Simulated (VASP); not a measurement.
LiNb3P:

```
CELL_PARAMETERS angstrom
3.38807 0.00000 0.00000
0.00000 3.38807 0.00000
0.00000 0.00000 7.49309
ATOMIC_POSITIONS crystal
Li 0.00000 0.00000 0.00000
Nb 0.50000 0.50000 0.00000
Nb 0.50000 0.50000 0.32038
Nb 0.50000 0.50000 0.67962
P 0.00000 0.00000 0.50000
```

The cell was built from a structure type or drawn by symmetry, and may not be a known phase.

| Item | Value |
| --- | --- |
| Program | VASP 6.6.1 |
| Task | relaxation of cell and atoms |
| Functional | PBE |
| Potentials or basis | VASP PAW PBE potentials, release 64 (Li_sv, Nb_sv, P) |
| Cutoff | 600 eV |
| k mesh | 6 × 6 × 2 |
| Occupations | gaussian, width 0.1 eV |
| Spin | no spin polarisation |

At the start: pressure 1.7 GPa; volume 17.20 Å³/atom.

**Question.** Where does the relaxation end?

**Answer.** Over 11 steps the energy falls by 19.3 meV/atom and the volume is 17.19 Å³/atom (-0.1 %); space group P4/mmm (No. 123, to 0.1 Å) before and after.

Step by step:
| step | energy change (eV) | largest force (eV/Å) | pressure (GPa) | volume (Å³) |
| --- | --- | --- | --- | --- |
| 1 | 0.0000 | 0.1898 | 1.69 | 86.01 |
| 2 | -0.0473 | 0.3206 | -3.15 | 88.26 |
| 3 | -0.0483 | 0.3026 | -2.52 | 87.92 |
| 4 | -0.0887 | 0.1544 | -0.81 | 85.88 |
| 5 | -0.0887 | 0.1552 | -0.81 | 85.89 |
| 6 | -0.0912 | 0.0845 | 0.92 | 84.97 |
| 7 | -0.0922 | 0.1095 | 0.30 | 85.29 |
| 8 | -0.0937 | 0.1024 | 0.18 | 85.49 |
| 9 | -0.0955 | 0.0407 | -0.16 | 86.07 |
| 10 | -0.0956 | 0.0579 | -0.11 | 85.97 |
| 11 | -0.0966 | 0.0012 | -0.05 | 85.94 |

Final structure:
```
Li Nb P
1.0
     3.32501    0.00000    0.00000
     0.00000    3.32501    0.00000
     0.00000    0.00000    7.77334
Li Nb P
1 3 1
Cartesian
  3.3250 0.0000 7.7733
  1.6625 1.6625 7.7733
  1.6625 1.6625 2.5499
  1.6625 1.6625 5.2235
  0.0000 3.3250 3.8867
```

Caveat: the k points lie up to 0.40 Å⁻¹ apart in the final cell, too coarse for converged energies and pressures of a metal; the cutoff is under 1.25 times the usual one of these potentials, so pressure, stress and relaxed cells hold a basis-set (Pulay) error.
